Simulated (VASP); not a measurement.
# Rh (P6_3/mmc) in VASP: a series of runs, part 2 of 2

VASP 6.6.1. Earlier steps stand in the parts before.

## 3. Single point, PBE

This run uses another cell than the first one: it holds 6 atoms, not 2.

INCAR reads:

```
SYSTEM = Rh
ALGO = Fast
EDIFF = 1E-6
ENCUT = 520
GGA = PE
ISIF = 2
ISMEAR = 0
LASPH = .TRUE.
LCHARG = .FALSE.
LREAL = .FALSE.
LWAVE = .FALSE.
NBANDS = 54
NELM = 80
PREC = Accurate
SIGMA = 0.1
```

KPOINTS reads:

```
k-points
0
G
  18 18 4
  0 0 0
```

POSCAR reads:

```
Rh
1.0
    2.7093318699      0.0000000000      0.0000000000
   -1.3546659349      2.3463502266      0.0000000000
    0.0000000000      0.0000000000     13.2711922149
Rh
6
Direct
    0.0000000000      0.0000000000      0.0000000000
    0.3333333333      0.6666666667      0.1672708938
    0.6666666667      0.3333333333      0.3327291062
    0.0000000000      0.0000000000      0.5000000000
    0.6666666667      0.3333333333      0.6672708938
    0.3333333333      0.6666666667      0.8327291062
```

Potentials or basis: VASP PAW PBE potentials, release 64 (Rh_pv).

The run is started by

```
$ cat potpaw_PBE.64/Rh_pv/POTCAR > POTCAR
$ mpirun -np 1 vasp_std > vasp.out
```

OUTCAR:

```text
SYSTEM = Rh
   EDIFF = 1E-6
   ENCUT = 520
   GGA = PE
   ISIF = 2
   ISMEAR = 0
   LASPH = .TRUE.
   LREAL = .FALSE.
   NELM = 80
   PREC = Accurate

 ion  position               nearest neighbor table
   1  0.000  0.000  0.000-   2 2.72   6 2.72   2 2.72   6 2.72   2 2.72   6 2.72
   2  0.333  0.667  0.167-   3 2.70   3 2.70   3 2.70   1 2.72   1 2.72   1 2.72
   3  0.667  0.333  0.333-   2 2.70   2 2.70   2 2.70   4 2.72   4 2.72   4 2.72
   4  0.000  0.000  0.500-   3 2.72   5 2.72   3 2.72   5 2.72   3 2.72   5 2.72
   5  0.667  0.333  0.667-   6 2.70   6 2.70   6 2.70   4 2.72   4 2.72   4 2.72
   6  0.333  0.667  0.833-   5 2.70   5 2.70   5 2.70   1 2.72   1 2.72   1 2.72

  LATTYP: Found a hexagonal cell.
 ALAT       =     2.7093318699
 C/A-ratio  =     4.8983265440

  Lattice vectors:

 A1 = (   2.7093318699,   0.0000000000,   0.0000000000)
 A2 = (  -1.3546659349,   2.3463502266,   0.0000000000)
 A3 = (   0.0000000000,   0.0000000000,  13.2711922149)

Analysis of symmetry for initial positions (statically):
=====================================================================
 Subroutine PRICEL returns:
 Original cell was already a primitive cell.

 Routine SETGRP: Setting up the symmetry group for a
 hexagonal supercell.

 Subroutine GETGRP returns: Found 24 space group operations
 (whereof 12 operations were pure point group operations)
 out of a pool of 24 trial point group operations.

The static configuration has the point symmetry D_3h.
 The point group associated with its full space group is D_6h.

Analysis of symmetry for dynamics (positions and initial velocities):
=====================================================================
 Subroutine PRICEL returns:
 Original cell was already a primitive cell.

 Routine SETGRP: Setting up the symmetry group for a
 hexagonal supercell.

[... 128 lines left out ...]
   ISMEAR =     0;   SIGMA  =   0.10  broadening in eV -4-tet -1-fermi 0-gaus
   EFERMI_NEDOS =   21; number of points for ismear=-14 and -15
   IALGO  =     68    algorithm
   IMIX   =      4    mixing-type and parameters
     AMIX     =   0.40;   BMIX     =  1.00
     AMIX_MAG =   1.60;   BMIX_MAG =  1.00
  volume/ion in A,a.u.               =      14.06        94.89
  Fermi-wavevector in a.u.,A,eV,Ry     =   1.672761  3.161061 38.070881  2.798131
  Thomas-Fermi vector in A             =   2.757852
   LORBIT       =      0    0 simple, 1 ext, 2 COOP (PROOUT), +10 PAW based schemes
   GGA     = PE    functional components
   LHFCALC =     F    Hartree Fock is set to
   AEXX    =    0.0000 exact exchange contribution
   IVDW    =     0    specifies the selected vdW correction
   LEPSILON=     F    determine dielectric tensor
   LRPA    =     F    only Hartree local field effects (RPA)
 non-spin polarized calculation
 RMM-DIIS sequential band-by-band and
 Gauss-broadening in eV      SIGMA  =   0.10
  energy-cutoff  :      520.00
  volume of cell :       84.37
 maximum number of plane-waves:      2301
   NGX = 11   NGY = 11   NGZ = 49

 number of electron      90.0000018 magnetization

 Free energy of the ion-electron system (eV)
  ---------------------------------------------------
  ext. energy  EPLUGINS =         0.00000000
  ---------------------------------------------------
  free energy    TOTEN  =       -43.49614579 eV

  energy without entropy =      -43.44937791  energy(sigma->0) =      -43.47276185

 E-fermi :  11.5132     XC(G=0): -13.8870

 val. band max:       11.5117918657   @ k =   0.2778   0.1111   0.2500
 cond. band min:      11.5143963902   @ k =   0.2778   0.0556   0.0000
 fundamental gap:      0.0026045245
 Fermi energy:        11.5132497244

 k-point     1 :       0.0000    0.0000    0.0000
  band No.  band energies     occupation
      1     -35.5182      2.00000
      2     -35.3787      2.00000
      3     -35.3242      2.00000
      4     -35.0255      2.00000
      5     -34.9968      2.00000
      6     -34.9385      2.00000
[... 1357 lines left out ...]
     53      16.2381      0.00000
     54      17.9839      0.00000

 [... further k-points ...]
[... 5 lines left out ...]
  --------------------------------------------------------------------------------------
  -------------------------------------------------------------------------------------
  Total        0.0607843      0.0607843      0.0693990      0.0000000      0.0000000      0.0000000
  in kB        1.1543496      1.1543496      1.3179494      0.0000000      0.0000000      0.0000000
  external PRESSURE =       1.2088828 kB  Pullay stress =       0.0000000 kB

 VOLUME and BASIS-vectors are now :
 -----------------------------------------------------------------------------
  energy-cutoff  :      520.00
  volume of cell :       84.37
      direct lattice vectors                 reciprocal lattice vectors
     2.709331870  0.000000000  0.000000000     0.369094688  0.213096917  0.000000000
    -1.354665935  2.346350227  0.000000000     0.000000000  0.426193834  0.000000000
     0.000000000  0.000000000 13.271192215     0.000000000  0.000000000  0.075351180

 POSITION                                       TOTAL-FORCE (eV/Angst)
 -----------------------------------------------------------------------------------
      0.00000      0.00000      0.00000        -0.000000      0.000000      0.000000
     -0.00000      1.56423      2.21988         0.000000      0.000000     -0.000362
      1.35467      0.78212      4.41571         0.000000     -0.000000      0.000362
      0.00000      0.00000      6.63560        -0.000000     -0.000000      0.000000
      1.35467      0.78212      8.85548         0.000000     -0.000000     -0.000362
     -0.00000      1.56423     11.05131        -0.000000      0.000000      0.000362
 -----------------------------------------------------------------------------------
    total drift:                                0.000000     -0.000000      0.000000

  FREE ENERGIE OF THE ION-ELECTRON SYSTEM (eV)
  ---------------------------------------------------
  free  energy   TOTEN  =       -43.4961457945 eV

  energy  without entropy=      -43.4493779059  energy(sigma->0) =      -43.47276185
```

OSZICAR:

```text
N       E                     dE             d eps       ncg     rms          rms(c)
DAV:   1     0.122749724723E+04    0.12275E+04   -0.54985E+04 12372   0.193E+03
DAV:   2     0.275673302273E+01   -0.12247E+04   -0.11959E+04 12458   0.614E+02
DAV:   3    -0.457057284691E+02   -0.48462E+02   -0.45685E+02 12922   0.126E+02
DAV:   4    -0.464853849246E+02   -0.77966E+00   -0.77616E+00 12526   0.156E+01
DAV:   5    -0.464968596624E+02   -0.11475E-01   -0.11473E-01 12788   0.190E+00    0.236E+01
RMM:   6    -0.435646611035E+02    0.29322E+01   -0.95229E+00 11989   0.175E+01    0.818E+00
RMM:   7    -0.435329667293E+02    0.31694E-01   -0.10003E+00 12046   0.409E+00    0.361E+00
RMM:   8    -0.437589636962E+02   -0.22600E+00   -0.31305E-01 12376   0.258E+00    0.557E+00
RMM:   9    -0.435074750105E+02    0.25149E+00   -0.21047E-01 12377   0.265E+00    0.137E+00
RMM:  10    -0.434960163637E+02    0.11459E-01   -0.35329E-02 12301   0.111E+00    0.977E-02
RMM:  11    -0.434961511206E+02   -0.13476E-03   -0.20168E-03 12517   0.198E-01    0.788E-02
RMM:  12    -0.434961581259E+02   -0.70052E-05   -0.22890E-04 13662   0.848E-02    0.307E-02
RMM:  13    -0.434961435747E+02    0.14551E-04   -0.95151E-05 12753   0.563E-02    0.755E-03
RMM:  14    -0.434961462187E+02   -0.26439E-05   -0.17771E-05 12956   0.263E-02    0.228E-03
RMM:  15    -0.434961457945E+02    0.42422E-06   -0.51677E-06  8996   0.137E-02
   1 F= -.43496146E+02 E0= -.43472762E+02  d E =-.467679E-01
```

Wall time 8.5 min (1 thread of AMD EPYC 7R43 (Zen 3), shared host); peak memory 0.39 GiB.

Results:

```
Free energy            : -43.4961 eV
Pressure               : 0.1 GPa
Band gap on the k mesh : zero (bands 45 and 46 overlap by 2.06 eV)
```
